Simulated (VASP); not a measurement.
# NaCl (Pm-3m) in VASP: a series of runs, part 2 of 2

VASP 6.6.1.

**4. Electric field gradients, PBE (volume scaled by 1.06)**

INCAR

```
ALGO = Normal
EDIFF = 1E-8
ENCUT = 520
GGA = PE
ISIF = 2
ISMEAR = -1
LASPH = True
LCHARG = False
LEFG = True
LREAL = False
LWAVE = False
NBANDS = 14
NELM = 100
PREC = Accurate
SIGMA = 0.03
```

KPOINTS

```
k-points
0
Gamma
  9 9 9
```

POSCAR

```
NaCl
1.0
    2.9160926721      0.0000000000      0.0000000000
    0.0000000000      2.9160926721      0.0000000000
    0.0000000000      0.0000000000      2.9160926721
Na Cl
1 1
Direct
    0.0000000000      0.0000000000      0.0000000000
    0.5000000000      0.5000000000      0.5000000000
```

Potentials or basis: VASP PAW PBE potentials, release 64 (Na_pv, Cl).

Launch:

```
cat potpaw_PBE.64/Na_pv/POTCAR potpaw_PBE.64/Cl/POTCAR > POTCAR
mpirun -np 1 vasp_std > vasp.out
```

OUTCAR:

```text
EDIFF = 1E-8
   ENCUT = 520
   GGA = PE
   ISIF = 2
   ISMEAR = -1
   LASPH = True
   LREAL = False
   NELM = 100
   PREC = Accurate

 ion  position               nearest neighbor table
   1  0.000  0.000  0.000-   2 2.53   2 2.53   2 2.53   2 2.53   2 2.53   2 2.53   2 2.53   2 2.53

   2  0.500  0.500  0.500-   1 2.53   1 2.53   1 2.53   1 2.53   1 2.53   1 2.53   1 2.53   1 2.53

  LATTYP: Found a simple cubic cell.
 ALAT       =     2.9160926721

  Lattice vectors:

 A1 = (   2.9160926721,   0.0000000000,   0.0000000000)
 A2 = (   0.0000000000,   2.9160926721,   0.0000000000)
 A3 = (   0.0000000000,   0.0000000000,   2.9160926721)

Analysis of symmetry for initial positions (statically):
=====================================================================
 Subroutine PRICEL returns:
 Original cell was already a primitive cell.

 Routine SETGRP: Setting up the symmetry group for a
 simple cubic supercell.

 Subroutine GETGRP returns: Found 48 space group operations
 (whereof 48 operations were pure point group operations)
 out of a pool of 48 trial point group operations.

The static configuration has the point symmetry O_h .

Analysis of symmetry for dynamics (positions and initial velocities):
=====================================================================
 Subroutine PRICEL returns:
 Original cell was already a primitive cell.

 Routine SETGRP: Setting up the symmetry group for a
 simple cubic supercell.

 Subroutine GETGRP returns: Found 48 space group operations
 (whereof 48 operations were pure point group operations)
 out of a pool of 48 trial point group operations.

The dynamic configuration has the point symmetry O_h .
[... 552 lines left out ...]
      6       1.9065      2.00000
      7       5.0808      2.00000
      8      12.0927      0.00000
      9      16.7737      0.00000
     10      17.1634      0.00000
     11      18.2940      0.00000
     12      21.9132      0.00000
     13      22.8131      0.00000
     14      26.8537      0.00000

 [... further k-points ...]

------------------------ aborting loop because EDIFF is reached ----------------------------------------

  FORCE on cell =-STRESS in cart. coord.  units (eV):
  Direction    XX          YY          ZZ          XY          YZ          ZX
  --------------------------------------------------------------------------------------
  -------------------------------------------------------------------------------------
  Total        7.9750882      7.9750882      7.9750882     -0.0000000     -0.0000000     -0.0000000
  in kB      515.2786047    515.2786047    515.2786047     -0.0000000     -0.0000000     -0.0000000
  external PRESSURE =     515.2786047 kB  Pullay stress =       0.0000000 kB

 VOLUME and BASIS-vectors are now :
 -----------------------------------------------------------------------------
  energy-cutoff  :      520.00
  volume of cell :       24.80
      direct lattice vectors                 reciprocal lattice vectors
     2.916092672  0.000000000  0.000000000     0.342924630  0.000000000  0.000000000
     0.000000000  2.916092672  0.000000000     0.000000000  0.342924630  0.000000000
     0.000000000  0.000000000  2.916092672     0.000000000  0.000000000  0.342924630

 POSITION                                       TOTAL-FORCE (eV/Angst)
 -----------------------------------------------------------------------------------
      0.00000      0.00000      0.00000         0.000000      0.000000      0.000000
      1.45805      1.45805      1.45805         0.000000      0.000000      0.000000
 -----------------------------------------------------------------------------------
    total drift:                                0.000000     -0.000000     -0.000000

  FREE ENERGIE OF THE ION-ELECTRON SYSTEM (eV)
  ---------------------------------------------------
  free  energy   TOTEN  =        -4.7092583845 eV

  energy  without entropy=       -4.7092583844  energy(sigma->0) =       -4.70925838

 Electric field gradients (V/A^2)
---------------------------------------------------------------------
 ion       V_xx      V_yy      V_zz      V_xy      V_xz      V_yz
---------------------------------------------------------------------
   1       0.000     0.000     0.000     0.000    -0.000    -0.000
   2       0.000    -0.000    -0.000     0.000     0.000     0.000
---------------------------------------------------------------------

 Electric field gradients after diagonalization (V/A^2)
 (convention: |V_zz| > |V_xx| > |V_yy|)
----------------------------------------------------------------------
 ion       V_xx      V_yy      V_zz     asymmetry (V_yy - V_xx)/ V_zz
----------------------------------------------------------------------
   1       0.000     0.000     0.000      -0.479
   2       0.000    -0.000    -0.000       0.732
----------------------------------------------------------------------

           NMR quadrupolar parameters

 Cq : quadrupolar parameter    Cq=e*Q*V_zz/h
 eta: asymmetry parameters     (V_yy - V_xx)/ V_zz
 Q  : nuclear electric quadrupole moment in mb (millibarn)
----------------------------------------------------------------------
 ion       Cq(MHz)       eta       Q (mb)
----------------------------------------------------------------------
   1       0.000      -0.479       1.000
   2      -0.000       0.732       1.000
----------------------------------------------------------------------
```

OSZICAR:

```text
N       E                     dE             d eps       ncg     rms          rms(c)
DAV:   1     0.107847869688E+03    0.10785E+03   -0.73354E+03   992   0.122E+03
DAV:   2     0.106171252695E+01   -0.10679E+03   -0.98197E+02  1088   0.315E+02
DAV:   3    -0.492649814656E+01   -0.59882E+01   -0.59540E+01  1268   0.679E+01
DAV:   4    -0.499634523387E+01   -0.69847E-01   -0.69829E-01  1142   0.754E+00
DAV:   5    -0.499731873783E+01   -0.97350E-03   -0.97348E-03  1298   0.949E-01    0.513E+00
DAV:   6    -0.475685557897E+01    0.24046E+00   -0.22797E-01  1370   0.527E+00    0.348E+00
DAV:   7    -0.471020337804E+01    0.46652E-01   -0.12662E-01  1350   0.343E+00    0.173E+00
DAV:   8    -0.470938987535E+01    0.81350E-03   -0.90550E-03  1094   0.106E+00    0.367E-01
DAV:   9    -0.470924518713E+01    0.14469E-03   -0.26066E-04  1274   0.241E-01    0.806E-02
DAV:  10    -0.470925648577E+01   -0.11299E-04   -0.36346E-05  1202   0.107E-01    0.344E-02
DAV:  11    -0.470925803942E+01   -0.15537E-05   -0.45226E-06  1208   0.198E-02    0.680E-03
DAV:  12    -0.470925837120E+01   -0.33178E-06   -0.37445E-07  1160   0.625E-03    0.110E-03
DAV:  13    -0.470925841753E+01   -0.46326E-07   -0.29970E-08  1220   0.153E-03    0.107E-03
DAV:  14    -0.470925838187E+01    0.35659E-07   -0.31368E-09   748   0.589E-04    0.730E-05
DAV:  15    -0.470925838446E+01   -0.25943E-08   -0.26641E-10   664   0.143E-04
   1 F= -.47092584E+01 E0= -.47092584E+01  d E =-.198295E-10
```

stdout:

```text
POSCAR found type information on POSCAR NaCl
 POSCAR found :  2 types and       2 ions
 scaLAPACK will be used
 LDA part: xc-table for (Slater+PW92), standard interpolation
 POSCAR, INCAR and KPOINTS ok, starting setup
 FFT: planning ... GRIDC
 FFT: planning ... GRID_SOFT
 FFT: planning ... GRID
 WAVECAR not read
 entering main loop
ion   1

ion   2
```

Run time: 6.5 s. Hardware: 1 thread of AMD EPYC 9R45 (Zen 5), shared host; peak memory 0.1 GiB.

What came out:

```yaml
Free_energy: -4.7093 eV
Pressure: 51.5 GPa
Band_gap_on_the_k_mesh: 4.96 eV, direct
```

Levels at points of the mesh, in eV from the valence-band top:
```tsv
k point	band 5	band 6	band 7	band 8	band 9	band 10
(0.00, 0.00, 0.00)	-1.11	-1.11	-1.11	7.00	7.04	7.04
```

Caveat: without QUAD_EFG the Cq values of the log hold for a quadrupole moment of 1 mb, not for the nuclei. A k mesh can miss the band edges.
